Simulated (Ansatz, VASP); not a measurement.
Given: the input of a run of Ansatz 0.2.0 on TiPt3.

input.yaml

```yaml
crystal:
  lattice:
    - [3.8708448495, 0.0, 0.0]
    - [0.0, 3.8708448495, 0.0]
    - [0.0, 0.0, 3.8708448495]
  atoms:
    - { symbol: Pt, position: [0.5, 0.5, 0.0] }
    - { symbol: Pt, position: [0.5, 0.0, 0.5] }
    - { symbol: Pt, position: [0.0, 0.5, 0.5] }
    - { symbol: Ti, position: [0.0, 0.0, 0.0] }
hamiltonian:
  xc: lda
  pseudopotentials: { kind: paw }
kpoints:
  mp_grid: { grid: [7, 7, 7] }
scf:
  occupations: { method: fermi_dirac, width: 0.05 }
output:
  forces: true
  stress: true
  eigenvalues: true
```

Potentials or basis: Ansatz PAW.

Launch:

```sh
$ ansatz run input.yaml --threads 2 --pin off --max-ram 5632MiB --backend cpu --events-out ev --progress --plain --runs-dir out
```

Q: Set up the same calculation for VASP 6.6.1. Potentials there: VASP PAW LDA potentials, release 64 (Pt, Ti_sv).

A: As run (the cutoff follows the program's own potentials):

INCAR

```
SYSTEM = TiPt3
PREC     = Accurate       ! precision mode
ENCUT    = 520            ! plane-wave cutoff, eV
EDIFF    = 1E-6           ! SCF threshold, eV
ISMEAR   = -1             ! smearing method
SIGMA    = 0.05           ! smearing width, eV
LREAL    = .FALSE.        ! projectors in reciprocal space
LASPH    = .TRUE.         ! aspherical terms in the spheres
NELM     = 80             ! most SCF steps
ALGO     = Normal         ! electronic algorithm
ISIF     = 2              ! what is computed and relaxed
LWAVE    = .FALSE.        ! write WAVECAR
LCHARG   = .FALSE.        ! write CHGCAR
NBANDS   = 29             ! bands
```

File KPOINTS:

```
Automatic mesh
0
G
  7 7 7
  0 0 0
```

POSCAR

```
TiPt3
1.0
    3.8708448495      0.0000000000      0.0000000000
    0.0000000000      3.8708448495      0.0000000000
    0.0000000000      0.0000000000      3.8708448495
Pt Ti
3 1
Direct
    0.5000000000      0.5000000000      0.0000000000
    0.5000000000      0.0000000000      0.5000000000
    0.0000000000      0.5000000000      0.5000000000
    0.0000000000      0.0000000000      0.0000000000
```

Potentials or basis: VASP PAW LDA potentials, release 64 (Pt, Ti_sv).

Command:

```bash
$ cat potpaw_LDA.64/Pt/POTCAR potpaw_LDA.64/Ti_sv/POTCAR > POTCAR
$ mpirun -np 1 vasp_std > vasp.out
```

Both were run:

|  | VASP | Ansatz | Ansatz less VASP |
| --- | --- | --- | --- |
| gap on the k mesh at the Fermi level (eV) | none | none | - |
| pressure (GPa) | 1.2 | 0.5 | -0.78 |

LDA's correlation is that of Perdew and Zunger in VASP and of Perdew and Wang (1992) in Ansatz. A gap of «none» marks a metal or a gap that the smearing closes. VASP's potentials hold 42 valence electrons a cell and Ansatz's 66, so a difference there can come from the potentials and not from the codes.

Spin-orbit coupling is off throughout.
